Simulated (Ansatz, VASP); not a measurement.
Two plane-wave programs on Cr

INCAR

```
SYSTEM = Cr
  PREC = Accurate
  ENCUT = 520
  EDIFF = 1E-6
  ISMEAR = -1
  SIGMA = 0.05
  LREAL = .FALSE.
  LASPH = .TRUE.
  NELM = 150
  ALGO = Normal
  ISIF = 2
  LWAVE = .FALSE.
  LCHARG = .TRUE.
  MAGMOM = 0 0 1.01 0 0 -1.01
  LORBIT = 11
  LSORBIT = .TRUE.
  GGA_COMPAT = .FALSE.
  LORBMOM = .TRUE.
  LMAXMIX = 4
  GGA = PE
  LVHAR = .TRUE.
  NBANDS = 36
```

KPOINTS

```
Automatic mesh
0
G
  11 11 11
  0 0 0
```

File POSCAR:

```
Cr
1.0
    2.8652961636      0.0000000000      0.0000000000
    0.0000000000      2.8652961636      0.0000000000
    0.0000000000      0.0000000000      2.8652961636
Cr
2
Direct
    0.0000000000      0.0000000000      0.0000000000
    0.5000000000      0.5000000000      0.5000000000
```

Input for Ansatz:

```yaml
crystal:
  lattice:
    - [2.8652961636, 0.0, 0.0]
    - [0.0, 2.8652961636, 0.0]
    - [0.0, 0.0, 2.8652961636]
  atoms:
    - { symbol: Cr, position: [0.0, 0.0, 0.0], spin: 1.01, spin_axis: [0, 0, 1] }
    - { symbol: Cr, position: [0.5, 0.5, 0.5], spin: -1.01, spin_axis: [0, 0, 1] }
hamiltonian:
  xc: pbe
  pseudopotentials:
    kind: paw_fr
    azcp:
      Cr: "pseudopotentials/Cr.paw.azcp"
basis:
  ecutwfc: 420
  fft_grid_basis: typed
kpoints:
  mp_grid: { grid: [11, 11, 11], shift: [0, 0, 0] }
magnetization:
  noncollinear: true
  spin_orbit: true
scf:
  occupations: { method: fermi_dirac, width: 0.05 }
```

Alike in both runs: task single point; functional PBE; k mesh 11 × 11 × 11; occupations fermi-dirac, width 0.05 eV; non-collinear spin, spin-orbit coupling.

|  | VASP | Ansatz |
| --- | --- | --- |
| version | VASP 6.6.1 | Ansatz 0.2.0 |
| potentials or method | VASP PAW PBE potentials, release 64 (Cr_pv), cutoff 520 eV | plane waves (420 eV) with PAW, fully relativistic with spin-orbit coupling |
| valence electrons in the cell | 24 | 28 |

|  | VASP | Ansatz | Ansatz less VASP |
| --- | --- | --- | --- |
| net moment per atom (μB) | 0.00 | 0.00 | 0.000 |

VASP's potentials hold 24 valence electrons a cell and Ansatz's 28, so a difference there can come from the potentials and not from the codes.
